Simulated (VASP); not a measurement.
# Pt (P6_3/mmc) in VASP: further runs, part 2 of 2

VASP 6.6.1. Earlier steps stand in the parts before.

### Step 5. Single point, PBE (volume scaled by 0.7)

INCAR reads:

```
PREC = Accurate
ENCUT = 520
EDIFF = 1E-7
ISMEAR = -1
SIGMA = 0.05
LREAL = False
LASPH = True
NELM = 100
ALGO = Normal
ISIF = 2
LWAVE = False
LCHARG = False
GGA = PE
NBANDS = 17
```

KPOINTS reads:

```
Automatic mesh
0
Gamma
  15 15 8
```

POSCAR reads:

```
Pt
1.0
    2.4722440723      0.0000000000      0.0000000000
   -1.2361220362      2.1410261709      0.0000000000
    0.0000000000      0.0000000000      4.1685888538
Pt
2
Direct
    0.3333333333      0.6666666667      0.2500000000
    0.6666666667      0.3333333333      0.7500000000
```

Potentials or basis: VASP PAW PBE potentials, release 64 (Pt).

The run is started by

```bash
cat potpaw_PBE.64/Pt/POTCAR > POTCAR
mpirun -np 1 vasp_std > vasp.out
```

OUTCAR:

```text
PREC = Accurate
   ENCUT = 520
   EDIFF = 1E-7
   ISMEAR = -1
   LREAL = False
   LASPH = True
   NELM = 100
   ISIF = 2
   GGA = PE

 ion  position               nearest neighbor table
   1  0.333  0.667  0.250-   2 2.53   2 2.53   2 2.53   2 2.53   2 2.53   2 2.53
   2  0.667  0.333  0.750-   1 2.53   1 2.53   1 2.53   1 2.53   1 2.53   1 2.53

  LATTYP: Found a hexagonal cell.
 ALAT       =     2.4722440723
 C/A-ratio  =     1.6861558697

  Lattice vectors:

 A1 = (   2.4722440723,   0.0000000000,   0.0000000000)
 A2 = (  -1.2361220362,   2.1410261709,   0.0000000000)
 A3 = (   0.0000000000,   0.0000000000,   4.1685888538)

Analysis of symmetry for initial positions (statically):
=====================================================================
 Subroutine PRICEL returns:
 Original cell was already a primitive cell.

 Routine SETGRP: Setting up the symmetry group for a
 hexagonal supercell.

 Subroutine GETGRP returns: Found 24 space group operations
 (whereof 12 operations were pure point group operations)
 out of a pool of 24 trial point group operations.

The static configuration has the point symmetry D_3d.
 The point group associated with its full space group is D_6h.

Analysis of symmetry for dynamics (positions and initial velocities):
=====================================================================
 Subroutine PRICEL returns:
 Original cell was already a primitive cell.

 Routine SETGRP: Setting up the symmetry group for a
 hexagonal supercell.

 Subroutine GETGRP returns: Found 24 space group operations
 (whereof 12 operations were pure point group operations)
 out of a pool of 24 trial point group operations.

The dynamic configuration has the point symmetry D_3d.
 The point group associated with its full space group is D_6h.

 Subroutine INISYM returns: Found 24 space group operations
 (whereof 12 operations are pure point group operations),
 and found     1 'primitive' translations

----------------------------------------------------------------------------------------

                                     Primitive cell

  volume of cell :      22.0649

  direct lattice vectors                    reciprocal lattice vectors
     2.472244072  0.000000000  0.000000000     0.404490807  0.233532876  0.000000000
    -1.236122036  2.141026171  0.000000000     0.000000000  0.467065753  0.000000000
     0.000000000  0.000000000  4.168588854     0.000000000  0.000000000  0.239889333

  length of vectors
     2.472244072  2.472244072  4.168588854     0.467065753  0.467065753  0.239889333

  position of ions in fractional coordinates (direct lattice)
     0.333333333  0.666666667  0.250000000
     0.666666667  0.333333333  0.750000000

  ion indices of the primitive-cell ions
   primitive index   ion index
                 1           1
                 2           2

----------------------------------------------------------------------------------------

 KPOINTS: Automatic mesh

Automatic generation of k-mesh.
 Grid dimensions read from file:
 generate k-points for:   15   15    8

 Generating k-lattice:

  Cartesian coordinates                     Fractional coordinates (reciprocal lattice)
     0.026966054  0.015568858  0.000000000     0.066666667  0.000000000  0.000000000
     0.000000000  0.031137717  0.000000000     0.000000000  0.066666667  0.000000000
     0.000000000  0.000000000  0.029986167     0.000000000  0.000000000  0.125000000

  Length of vectors
     0.031137717  0.031137717  0.029986167

  Shift w.r.t. Gamma in fractional coordinates (k-lattice)
     0.000000000  0.000000000  0.000000000

 Subroutine IBZKPT returns following result:
 ===========================================

 Found    135 irreducible k-points:

 Following reciprocal coordinates:
            Coordinates               Weight
  0.000000  0.000000  0.000000      1.000000
  0.066667 -0.000000  0.000000      6.000000
  0.133333  0.000000  0.000000      6.000000
  0.200000 -0.000000  0.000000      6.000000
  0.266667  0.000000  0.000000      6.000000
  0.333333  0.000000  0.000000      6.000000
[... 16 lines left out ...]
  0.333333  0.200000  0.000000     12.000000
  0.400000  0.200000  0.000000      6.000000
 [... further k-points ...]
   k-points           NKPTS =    135   k-points in BZ     NKDIM =    135   number of bands    NBANDS=     17
   number of dos      NEDOS =    301   number of ions     NIONS =      2
   total plane-waves  NPLWV =  10368
   dimension x,y,z NGX =    18 NGY =   18 NGZ =   32
   dimension x,y,z NGXF=    36 NGYF=   36 NGZF=   64
   ions per type =               2
   NGX,Y,Z   is equivalent  to a cutoff of  12.10, 12.10, 12.76 a.u.
   NGXF,Y,Z  is equivalent  to a cutoff of  24.21, 24.21, 25.52 a.u.
 SYSTEM =  unknown system
   PREC   = accura    normal or accurate (medium, high low for compatibility)
   ISTART =      0    job   : 0-new  1-cont  2-samecut
   ICHARG =      2    charge: 1-file 2-atom 10-const
   ISPIN  =      1    spin polarized calculation?
   LNONCOLLINEAR =      F non collinear calculations
   LSORBIT =      F    spin-orbit coupling
   LASPH  =      T    aspherical Exc in radial PAW
   ENCUT  =  520.0 eV  38.22 Ry    6.18 a.u.   4.60  4.60  7.75*2*pi/ulx,y,z
   NELM   =    100;   NELMIN=  2; NELMDL= -5     # of ELM steps
   EDIFF  = 0.1E-06   stopping-criterion for ELM
   LREAL  =      F    real-space projection
   EDIFFG = 0.1E-05   stopping-criterion for IOM
   NSW    =      0    number of steps for IOM
   IBRION =     -1    ionic relax: 0-MD 1-quasi-New 2-CG
   NFREE  =      0    steps in history (QN), initial steepest desc. (CG)
   ISIF   =      2    stress and relaxation
   ISYM   =      2    0-nonsym 1-usesym 2-fastsym
   POTIM  = 0.5000    time-step for ionic-motion
   TEBEG  =    0.0;   TEEND  =   0.0 temperature during run
   PSTRESS=    0.0 pullay stress
   NELECT =      20.0000    total number of electrons
   NUPDOWN=      -1.0000    fix difference up-down
   EMIN   =  10.00;   EMAX   =-10.00  energy-range for DOS
   EFERMI =   0.00;   METHOD = LEGACY
   ISMEAR =    -1;   SIGMA  =   0.05  broadening in eV -4-tet -1-fermi 0-gaus
   EFERMI_NEDOS =   21; number of points for ismear=-14 and -15
   IALGO  =     38    algorithm
   IMIX   =      4    mixing-type and parameters
     AMIX     =   0.40;   BMIX     =  1.00
     AMIX_MAG =   1.60;   BMIX_MAG =  1.00
  volume/ion in A,a.u.               =      11.03        74.45
  Fermi-wavevector in a.u.,A,eV,Ry     =   1.584348  2.993984 34.152800  2.510160
  Thomas-Fermi vector in A             =   2.683980
   LORBIT       =      0    0 simple, 1 ext, 2 COOP (PROOUT), +10 PAW based schemes
   GGA     = PE    functional components
   LHFCALC =     F    Hartree Fock is set to
   AEXX    =    0.0000 exact exchange contribution
   IVDW    =     0    specifies the selected vdW correction
   LEPSILON=     F    determine dielectric tensor
   LRPA    =     F    only Hartree local field effects (RPA)
 non-spin polarized calculation
  energy-cutoff  :      520.00
  volume of cell :       22.06
 maximum number of plane-waves:       610
   NGX =  9   NGY =  9   NGZ = 15

 number of electron      20.0000004 magnetization

 Free energy of the ion-electron system (eV)
  ---------------------------------------------------
  ext. energy  EPLUGINS =         0.00000000
  ---------------------------------------------------
  free energy    TOTEN  =        -7.57960287 eV

  energy without entropy =       -7.55850487  energy(sigma->0) =       -7.56905387

 E-fermi :  18.3893     XC(G=0): -15.4270

 val. band max:       18.3797536613   @ k =   0.2667   0.0000   0.1250
 cond. band min:      18.3899035159   @ k =   0.3333   0.1333   0.1250
 fundamental gap:      0.0101498546
 Fermi energy:        18.3893052155

 k-point     1 :       0.0000    0.0000    0.0000
  band No.  band energies     occupation
      1       4.2055      2.00000
      2       7.0243      2.00000
      3      11.7484      2.00000
      4      12.3124      2.00000
      5      12.3124      2.00000
      6      13.0807      2.00000
[... 9 lines left out ...]
     16      35.3046      0.00000
     17      41.8149      0.00000
[... 441 lines left out ...]
 k-point    24 :       0.4000    0.2000    0.0000
  band No.  band energies     occupation
      1       8.5242      2.00000
      2       8.9701      2.00000
      3       9.4035      2.00000
      4      11.8443      2.00000
      5      12.0943      2.00000
      6      12.3225      2.00000
[... 9 lines left out ...]
     16      33.6959      0.00000
     17      33.6970      0.00000

 [... further k-points ...]

------------------------ aborting loop because EDIFF is reached ----------------------------------------

  FORCE on cell =-STRESS in cart. coord.  units (eV):
  Direction    XX          YY          ZZ          XY          YZ          ZX
  --------------------------------------------------------------------------------------
  -------------------------------------------------------------------------------------
  Total       30.5420305     30.5420305     30.5363552     -0.0000000     -0.0000000      0.0000000
  in kB     2217.7168998   2217.7168996   2217.3048027     -0.0000001     -0.0000000      0.0000000
  external PRESSURE =    2217.5795340 kB  Pullay stress =       0.0000000 kB

 VOLUME and BASIS-vectors are now :
 -----------------------------------------------------------------------------
  energy-cutoff  :      520.00
  volume of cell :       22.06
      direct lattice vectors                 reciprocal lattice vectors
     2.472244072  0.000000000  0.000000000     0.404490807  0.233532876  0.000000000
    -1.236122036  2.141026171  0.000000000     0.000000000  0.467065753  0.000000000
     0.000000000  0.000000000  4.168588854     0.000000000  0.000000000  0.239889333

 POSITION                                       TOTAL-FORCE (eV/Angst)
 -----------------------------------------------------------------------------------
     -0.00000      1.42735      1.04215         0.000000      0.000000      0.000000
      1.23612      0.71368      3.12644        -0.000000      0.000000      0.000000
 -----------------------------------------------------------------------------------
    total drift:                               -0.000000      0.000000     -0.000000

  FREE ENERGIE OF THE ION-ELECTRON SYSTEM (eV)
  ---------------------------------------------------
  free  energy   TOTEN  =        -7.5796028667 eV

  energy  without entropy=       -7.5585048719  energy(sigma->0) =       -7.56905387
```

OSZICAR:

```text
N       E                     dE             d eps       ncg     rms          rms(c)
DAV:   1     0.118390597603E+03    0.11839E+03   -0.10946E+04  4590   0.119E+03
DAV:   2    -0.630022804723E+01   -0.12469E+03   -0.11957E+03  5016   0.273E+02
DAV:   3    -0.825094815665E+01   -0.19507E+01   -0.19391E+01  5646   0.349E+01
DAV:   4    -0.825940036532E+01   -0.84522E-02   -0.84512E-02  5522   0.237E+00
DAV:   5    -0.825946472303E+01   -0.64358E-04   -0.64358E-04  5627   0.204E-01    0.466E+01
DAV:   6    -0.777576296472E+01    0.48370E+00   -0.25822E-01  4905   0.502E+00    0.265E+01
DAV:   7    -0.758696326837E+01    0.18880E+00   -0.20040E-01  4815   0.448E+00    0.157E+00
DAV:   8    -0.757967081575E+01    0.72925E-02   -0.26683E-02  4933   0.149E+00    0.410E-01
DAV:   9    -0.757958737884E+01    0.83437E-04   -0.18765E-04  5677   0.124E-01    0.227E-02
DAV:  10    -0.757960279008E+01   -0.15411E-04   -0.64341E-06  5816   0.200E-02    0.379E-03
DAV:  11    -0.757960286668E+01   -0.76601E-07   -0.43012E-07  5478   0.579E-03
   1 F= -.75796029E+01 E0= -.75690539E+01  d E =-.210980E-01
```

stdout:

```text
POSCAR found type information on POSCAR Pt
 POSCAR found :  1 types and       2 ions
 scaLAPACK will be used
 LDA part: xc-table for (Slater+PW92), standard interpolation
 POSCAR, INCAR and KPOINTS ok, starting setup
 FFT: planning ... GRIDC
 FFT: planning ... GRID_SOFT
 FFT: planning ... GRID
 WAVECAR not read
 entering main loop
```

Run time: 31 s. Hardware: 1 thread of Intel Xeon 6975P-C, shared host; peak memory 0.16 GiB.

Results:

- Free energy: -7.5796 eV
- Pressure: 221.8 GPa
- Band gap on the k mesh: zero (band 10 reaches 19.15 eV, above the bottom of band 11 at 16.93 eV)

Levels at points of the mesh, in eV from the Fermi level:
```
           k point  band 6  band 7  band 8  band 9  band 10  band 11  band 12  band 13  band 14  band 15
(0.00, 0.00, 0.00)   -5.31   -5.31   -3.61   -3.61    -2.08    -0.48    -0.48     8.05    13.51    15.12
(0.00, 0.00, 0.50)   -6.11   -6.11   -6.11   -1.46    -1.46    -1.46    -1.46    13.04    13.04    16.90
```

Caveat: the cell differs from its parent crystal (volume scaled by 0.7); spin-orbit coupling is left out, which moves the levels of the heavy elements.

### Step 6. Single point, PBE

This run uses another cell than the first one, of 12.61 Å³/atom, 1.333 times its volume.

INCAR reads:

```
  PREC = Accurate
  ENCUT = 520
  EDIFF = 1E-7
  ISMEAR = -1
  SIGMA = 0.05
  LREAL = False
  LASPH = True
  NELM = 80
  ALGO = Normal
  ISIF = 2
  LWAVE = False
  LCHARG = False
  GGA = PE
  NBANDS = 17
```

KPOINTS is that of step 5.

POSCAR reads:

```
Pt
1.0
    2.5800685010      0.0000000000      0.0000000000
   -1.2900342505      2.2344048653      0.0000000000
    0.0000000000      0.0000000000      4.3742260750
Pt
2
Direct
    0.3333333333      0.6666666667      0.2500000000
    0.6666666667      0.3333333333      0.7500000000
```

Potentials or basis: VASP PAW PBE potentials, release 64 (Pt).

The run is started by

```bash
cat potpaw_PBE.64/Pt/POTCAR > POTCAR
mpirun -np 1 vasp_std > vasp.out
```

It took 41 s on 1 thread of Intel Xeon 6975P-C, shared host; peak memory 0.18 GiB.

Results (log left out):

```
Free energy            : -10.5867 eV
Pressure               : 97.4 GPa
Band gap on the k mesh : zero (band 10 reaches 15.64 eV, above the bottom of band 11 at 13.87 eV)
```

Stress tensor (GPa, compression positive):
```
97.46  0.00  0.00
 0.00 97.46  0.00
 0.00  0.00 97.38
```

Levels at points of the mesh, in eV from the Fermi level:
| k point | band 6 | band 7 | band 8 | band 9 | band 10 | band 11 | band 12 | band 13 | band 14 | band 15 |
| --- | --- | --- | --- | --- | --- | --- | --- | --- | --- | --- |
| (0.00, 0.00, 0.00) | -4.31 | -4.31 | -2.85 | -2.85 | -1.56 | -0.36 | -0.36 | 6.71 | 14.31 | 15.65 |
| (0.00, 0.00, 0.50) | -4.93 | -4.93 | -4.93 | -1.18 | -1.18 | -1.18 | -1.18 | 13.40 | 13.40 | 15.87 |

Caveat: spin-orbit coupling is left out, which moves the levels of the heavy elements.

### Step 7. The runs side by side

| cell | gap on the mesh (eV) | pressure (GPa) |
| --- | --- | --- |
| a = 2.352, b = 2.352, c = 3.949 Å, angles 90.0, 90.0, 120.0°, 2 atoms | none | 470.1 |
| a = 2.472, b = 2.472, c = 4.169 Å, angles 90.0, 90.0, 120.0°, 2 atoms | none | 221.8 |
| a = 2.580, b = 2.580, c = 4.374 Å, angles 90.0, 90.0, 120.0°, 2 atoms | none | 97.4 |

Alike in all rows: task single point; level PBE; potentials or basis VASP PAW PBE potentials, release 64 (Pt); no spin polarisation; k mesh 15 × 15 × 8; cutoff (eV) 520; smearing fermi-dirac 0.05 eV.

Caveats: spin-orbit coupling is left out, which moves the levels of the heavy elements.

Total energies depend on the potentials used, so only differences within one code and one set of settings carry meaning.
